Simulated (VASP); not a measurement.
# SnSe2 in VASP: a series of runs

The runs below take SnSe2 through single point, with HSE06+D3(BJ), PBE+D3(BJ).

All numbers are computed with VASP 6.6.1; they aren't measurements. Logs are shortened: lines on timing, memory, paths and dates and some standing lists are left out, and cuts for length are marked.

## 1. The cell of the first run

The cell holds a slab with vacuum, 3 atoms: a = 3.825 Å, b = 3.825 Å, c = 32.376 Å, α = 90.00°, β = 90.00°, γ = 120.00°.

## 2. Single point, HSE06+D3(BJ)

POSCAR

```
SnSe2
1.0
    3.8246790722      0.0000000000      0.0000000000
   -1.9123395361      3.3122692379      0.0000000000
    0.0000000000      0.0000000000     32.3760079985
Se Sn
2 1
Direct
    0.6666666667      0.3333333333      0.4505636622
    0.3333333333      0.6666666667      0.5494363378
    0.0000000000      0.0000000000      0.5000000000
```

INCAR.step1

```
  ALGO = Normal
  DIPOL = 0.5 0.5 0.500
  EDIFF = 1E-5
  ENCUT = 520
  GGA = PE
  IDIPOL = 3
  ISIF = 2
  ISMEAR = 0
  LASPH = T
  LCHARG = F
  LDIPOL = T
  LREAL = F
  LWAVE = T
  NBANDS = 20
  NELM = 100
  PREC = Accurate
  SIGMA = 0.02
```

INCAR.step2

```
  ALGO = Normal
  DIPOL = 0.5 0.5 0.500
  EDIFF = 1E-6
  ENCUT = 520
  GGA = PE
  HFSCREEN = 0.2079
  IDIPOL = 3
  ISIF = 2
  ISMEAR = 0
  ISTART = 1
  IVDW = 12
  LASPH = T
  LCHARG = F
  LDIPOL = T
  LHFCALC = T
  LREAL = F
  LWAVE = F
  NBANDS = 20
  NELM = 100
  PREC = Accurate
  PRECFOCK = Normal
  SIGMA = 0.02
  VDW_A1 = 0.383
  VDW_A2 = 5.685
  VDW_S6 = 1.0
  VDW_S8 = 2.31
```

KPOINTS

```
k-points
0
Gamma
  6 6 1
```

Potentials or basis: VASP PAW PBE potentials, release 64 (Se, Sn_d).

The run is started by

```sh
$ cat potpaw_PBE.64/Se/POTCAR potpaw_PBE.64/Sn_d/POTCAR > POTCAR
$ cp INCAR.step1 INCAR
$ mpirun -np 1 vasp_std > vasp.out
$ cp INCAR.step2 INCAR
$ mpirun -np 1 vasp_std > vasp.out
```

OUTCAR:

```text
EDIFF = 1E-6
   ENCUT = 520
   GGA = PE
   HFSCREEN = 0.2079
   ISIF = 2
   ISMEAR = 0
   ISTART = 1
   IVDW = 12
   LASPH = T
   LHFCALC = T
   LREAL = F
   NELM = 100
   PREC = Accurate
   PRECFOCK = Normal
 IVDW          = 12

 ion  position               nearest neighbor table
   1  0.667  0.333  0.451-   3 2.73   3 2.73   3 2.73
   2  0.333  0.667  0.549-   3 2.73   3 2.73   3 2.73
   3  0.000  0.000  0.500-   1 2.73   2 2.73   1 2.73   2 2.73   1 2.73   2 2.73

  LATTYP: Found a hexagonal cell.
 ALAT       =     3.8246790722
 C/A-ratio  =     8.4650260551

  Lattice vectors:

 A1 = (   3.8246790722,   0.0000000000,   0.0000000000)
 A2 = (  -1.9123395361,   3.3122692379,   0.0000000000)
 A3 = (   0.0000000000,   0.0000000000,  32.3760079985)

Analysis of symmetry for initial positions (statically):
=====================================================================
 Subroutine PRICEL returns:
 Original cell was already a primitive cell.

 Routine SETGRP: Setting up the symmetry group for a
 hexagonal supercell.

 Subroutine GETGRP returns: Found 12 space group operations
 (whereof 12 operations were pure point group operations)
 out of a pool of 24 trial point group operations.

The static configuration has the point symmetry D_3d.

Analysis of symmetry for dynamics (positions and initial velocities):
=====================================================================
 Subroutine PRICEL returns:
 Original cell was already a primitive cell.

 Routine SETGRP: Setting up the symmetry group for a
 hexagonal supercell.

 Subroutine GETGRP returns: Found 12 space group operations
 (whereof 12 operations were pure point group operations)
 out of a pool of 24 trial point group operations.

The dynamic configuration has the point symmetry D_3d.

 Subroutine INISYM returns: Found 12 space group operations
 (whereof 12 operations are pure point group operations),
 and found     1 'primitive' translations

----------------------------------------------------------------------------------------

                                     Primitive cell

  volume of cell :     410.1511

  direct lattice vectors                    reciprocal lattice vectors
     3.824679072  0.000000000  0.000000000     0.261459846  0.150953912  0.000000000
    -1.912339536  3.312269238  0.000000000     0.000000000  0.301907825  0.000000000
[... 81 lines left out ...]
   NUPDOWN=      -1.0000    fix difference up-down
   EMIN   =  10.00;   EMAX   =-10.00  energy-range for DOS
   EFERMI =   0.00;   METHOD = LEGACY
   ISMEAR =     0;   SIGMA  =   0.02  broadening in eV -4-tet -1-fermi 0-gaus
   EFERMI_NEDOS =   21; number of points for ismear=-14 and -15
   IALGO  =     38    algorithm
   IMIX   =      1    mixing-type and parameters
     AMIX     =   0.40;   BMIX     =  1.00
     AMIX_MAG =   1.60;   BMIX_MAG =  1.00
  volume/ion in A,a.u.               =     136.72       922.61
  Fermi-wavevector in a.u.,A,eV,Ry     =   0.652757  1.233531  5.797323  0.426091
  Thomas-Fermi vector in A             =   1.722779
   LORBIT       =      0    0 simple, 1 ext, 2 COOP (PROOUT), +10 PAW based schemes
   GGA     = PE    functional components
   LHFCALC =     T    Hartree Fock is set to
   PRECFOCK=normal    Normal, Fast or Accurate (Low or Medium for compatibility)
   ENCUT4O =  -1.0   cutoff for four orbital integrals eV
   NKREDX  =     1    reduce k-point grid by
   NKREDY  =     1    reduce k-point grid by
   NKREDZ  =     1    reduce k-point grid by
   AEXX    =    0.2500 exact exchange contribution
   HFSCREEN=    0.2079 screening length (either q_TF or 0.3 A-1)
   HFSCREENC=   0.2079 screening length for correlation (either q_TF or 0.3 A-1)
   ENCUTFOCK=  -1.0 apply spherical cutoff to Coloumb kernel
   IVDW    =    12    specifies the selected vdW correction
   LEPSILON=     F    determine dielectric tensor
   LRPA    =     F    only Hartree local field effects (RPA)
 non-spin polarized calculation
 Gauss-broadening in eV      SIGMA  =   0.02
  energy-cutoff  :      520.00
  volume of cell :      410.15
 maximum number of plane-waves:     11121
  NGX = 24; NGY = 24; NGZ =192

 number of electron      26.0000000 magnetization

 dipolmoment           0.000000      0.000000      0.000000 electrons x Angstroem

 Free energy of the ion-electron system (eV)
  ---------------------------------------------------
  ext. energy  EPLUGINS =         0.00000000
  ---------------------------------------------------
  free energy    TOTEN  =       -14.54458991 eV

  energy without entropy =      -14.54458991  energy(sigma->0) =      -14.54458991

 E-fermi :  -4.5212     XC(G=0):  -1.7470

 val. band max:       -4.6217591107   @ k =   0.1667   0.0000   0.0000
 cond. band min:      -3.1991492365   @ k =   0.5000  -0.0000   0.0000
 fundamental gap:      1.4226098742
 Fermi energy:        -4.5212209963

 k-point     1 :       0.0000    0.0000    0.0000
  band No.  band energies     occupation
      1     -27.8526      2.00000
      2     -27.8526      2.00000
      3     -27.7980      2.00000
      4     -27.7917      2.00000
      5     -27.7917      2.00000
      6     -19.4255      2.00000
[... 150 lines left out ...]
     19       5.0335      0.00000
     20       5.0341      0.00000

------------------------ aborting loop because EDIFF is reached ----------------------------------------

 vacuum level on the upper side and lower side of the slab       (xc-potential included)         0.001         0.001

 Edisp (eV)   -0.91043

 E8    (eV) :    -0.6203

  FORCE on cell =-STRESS in cart. coord.  units (eV):
  Direction    XX          YY          ZZ          XY          YZ          ZX
  --------------------------------------------------------------------------------------
  -------------------------------------------------------------------------------------
  Total      -1.45153    -1.45153    -1.61304     0.00000     0.00000    -0.00000
  in kB      -5.67013    -5.67013    -6.30102     0.00000     0.00000    -0.00000
  external pressure =       -5.88 kB  Pullay stress =        0.00 kB

 VOLUME and BASIS-vectors are now :
 -----------------------------------------------------------------------------
  energy-cutoff  :      520.00
  volume of cell :      410.15
      direct lattice vectors                 reciprocal lattice vectors
     3.824679072  0.000000000  0.000000000     0.261459846  0.150953912  0.000000000
    -1.912339536  3.312269238  0.000000000     0.000000000  0.301907825  0.000000000
     0.000000000  0.000000000 32.376007999     0.000000000  0.000000000  0.030887069

 POSITION                                       TOTAL-FORCE (eV/Angst)
 -----------------------------------------------------------------------------------
      1.91234      1.10409     14.58745        -0.000000      0.000000      0.492521
     -0.00000      2.20818     17.78856         0.000000      0.000000     -0.492521
      0.00000      0.00000     16.18800         0.000000      0.000000      0.000000
 -----------------------------------------------------------------------------------
    total drift:                               -0.000000      0.000000     -0.000001

  FREE ENERGIE OF THE ION-ELECTRON SYSTEM (eV)
  ---------------------------------------------------
  free  energy   TOTEN  =       -15.4550160457 eV

  energy  without entropy=      -15.4550160457  energy(sigma->0) =      -15.45501605

 vacuum level on the upper side and lower side of the slab         1.894         1.894
```

OUTCAR.step1:

```text
EDIFF = 1E-5
   ENCUT = 520
   GGA = PE
   ISIF = 2
   ISMEAR = 0
   LASPH = T
   LREAL = F
[... 370 lines left out ...]
     -0.00000      2.20818     17.78856        -0.000000     -0.000000      0.085809
      0.00000      0.00000     16.18800        -0.000000      0.000000      0.000000
 -----------------------------------------------------------------------------------
    total drift:                               -0.000000      0.000000      0.000000

  FREE ENERGIE OF THE ION-ELECTRON SYSTEM (eV)
  ---------------------------------------------------
  free  energy   TOTEN  =       -11.8424617797 eV

  energy  without entropy=      -11.8424617797  energy(sigma->0) =      -11.84246178

 vacuum level on the upper side and lower side of the slab         1.770         1.770
```

OSZICAR.step1:

```text
N       E                     dE             d eps       ncg     rms          rms(c)
DAV:   1     0.177980549005E+03    0.17798E+03   -0.10137E+04   336   0.947E+02
DAV:   2     0.106238501410E+02   -0.16736E+03   -0.16138E+03   388   0.202E+02
DAV:   3    -0.114556530824E+02   -0.22080E+02   -0.21986E+02   352   0.856E+01
DAV:   4    -0.121104875756E+02   -0.65483E+00   -0.65380E+00   388   0.175E+01
DAV:   5    -0.121219312420E+02   -0.11444E-01   -0.11443E-01   384   0.250E+00    0.482E+00
DAV:   6    -0.118623119091E+02    0.25962E+00   -0.56502E-01   432   0.749E+00    0.312E+00
DAV:   7    -0.118464522143E+02    0.15860E-01   -0.24192E-01   328   0.312E+00    0.505E-01
DAV:   8    -0.118419307726E+02    0.45214E-02   -0.27654E-02   352   0.163E+00    0.293E-01
DAV:   9    -0.118422042437E+02   -0.27347E-03   -0.27264E-03   324   0.328E-01    0.614E-02
DAV:  10    -0.118421955229E+02    0.87208E-05   -0.16361E-04   428   0.116E-01    0.318E-02
DAV:  11    -0.118422063362E+02   -0.10813E-04   -0.98693E-05   340   0.481E-02    0.106E-02
DAV:  12    -0.118422311871E+02   -0.24851E-04   -0.59626E-06   296   0.121E-02    0.904E-03
DAV:  13    -0.118423285857E+02   -0.97399E-04   -0.26466E-05   264   0.160E-02    0.427E-03
DAV:  14    -0.118423998578E+02   -0.71272E-04   -0.86804E-06   276   0.894E-03    0.491E-03
DAV:  15    -0.118424331364E+02   -0.33279E-04   -0.15432E-06   312   0.654E-03    0.178E-03
DAV:  16    -0.118424547634E+02   -0.21627E-04   -0.27961E-07   272   0.312E-03    0.925E-04
DAV:  17    -0.118424617797E+02   -0.70163E-05   -0.10231E-07   264   0.141E-03
   1 F= -.11842462E+02 E0= -.11842462E+02  d E =-.135749E-28
```

Run time: 31 min. Hardware: 1 thread of Oxide Virtual Turin-like, shared host; peak memory 0.64 GiB.

What came out:

```
Free energy                : -15.4550 eV
Largest force              : 0.493 eV/Å
Band gap on the k mesh     : 1.42 eV (least direct gap 1.79 eV)
Dispersion energy per atom : -0.303 eV
```

Forces on the atoms (eV/Å):
```
Se   0.000  0.000  0.493
Se   0.000  0.000 -0.493
Sn   0.000  0.000  0.000
```

Caveat: the PAW data sets were made with another functional, which shifts forces and pressure a little; spin-orbit coupling is left out, which moves the levels of the heavy elements.

## 3. Single point, PBE+D3(BJ)

This run uses another cell than the first one: it holds 12 atoms, not 3.

INCAR

```
SYSTEM = SnSe2
PREC = Accurate
ENCUT = 400
EDIFF = 1E-6
ISMEAR = 0
SIGMA = 0.05
LREAL = .False.
LASPH = .True.
NELM = 120
ALGO = Normal
ISIF = 2
LWAVE = .False.
LCHARG = .True.
LDIPOL = .True.
IDIPOL = 3
DIPOL = 0.5 0.5 0.403
GGA = PE
IVDW = 12
LELF = .True.
LVHAR = .True.
LVACPOTAV = .True.
NBANDS = 64
GGA_COMPAT = .False.
NELMDL = -8
```

KPOINTS

```
Automatic mesh
0
Gamma
  3 3 1
  0 0 0
```

POSCAR

```
SnSe2
1.0
    7.6780971925      0.0000000000      0.0000000000
   -3.8390485963      6.6494272215      0.0000000000
    0.0000000000      0.0000000000     23.7836039983
Se Sn
8 4
Direct
    0.3333333333      0.1666666667      0.3363661790
    0.3333333333      0.6666666667      0.3363661790
    0.8333333333      0.1666666667      0.3363661790
    0.8333333333      0.6666666667      0.3363661790
    0.1671038124      0.3336742328      0.4686239784
    0.1666404440      0.8333831088      0.4707935597
    0.6673381766      0.3342784454      0.4706445002
    0.6680423872      0.8333411784      0.4703769403
   -0.0023731432     -0.0047700128      0.4031032725
   -0.0021506033      0.5022845140      0.4033980913
    0.5002707839      0.0001720253      0.4040275199
    0.5048864323      0.5026728886      0.4031355679
```

Potentials or basis: VASP PAW PBE potentials, release 64 (Se, Sn_d).

The run is started by

```sh
$ cat potpaw_PBE.64/Se/POTCAR potpaw_PBE.64/Sn_d/POTCAR > POTCAR
$ mpirun -np 1 vasp_std > vasp.out
```

Run time: 8.2 min. Hardware: 1 thread of Oxide Virtual Turin-like, shared host; peak memory 0.8 GiB.

Results (log left out):

| Item | Value |
| --- | --- |
| Free energy | -50.3730 eV |
| Largest force | 0.438 eV/Å |
| Band gap on the k mesh | 0.77 eV |
| Dispersion energy per atom | -0.251 eV |
| Ionisation potential of the upper face | 5.99 eV |

Forces in eV/Å, atoms in the order of the input:
```
Se   0.067 -0.035  0.035
Se  -0.008  0.075  0.039
Se  -0.063 -0.024  0.035
Se   0.021 -0.009 -0.222
Se   0.004 -0.010  0.161
Se  -0.014 -0.004  0.035
Se  -0.008  0.003  0.063
Se  -0.015 -0.008  0.107
Sn   0.030  0.437  0.001
Sn   0.362 -0.193 -0.020
Sn  -0.012 -0.002 -0.229
Sn  -0.363 -0.229 -0.005
```

Levels at points of the mesh, in eV from the valence-band top:
```
           k point  band 49  band 50  band 51  band 52  band 53  band 54  band 55  band 56
(0.00, 0.00, 0.00)    -0.31    -0.31    -0.08    -0.08     0.77     0.80     0.81     1.57
```

Caveat: semilocal functionals underestimate gaps, and a narrow one can read as zero; spin-orbit coupling is left out, which moves the levels of the heavy elements.
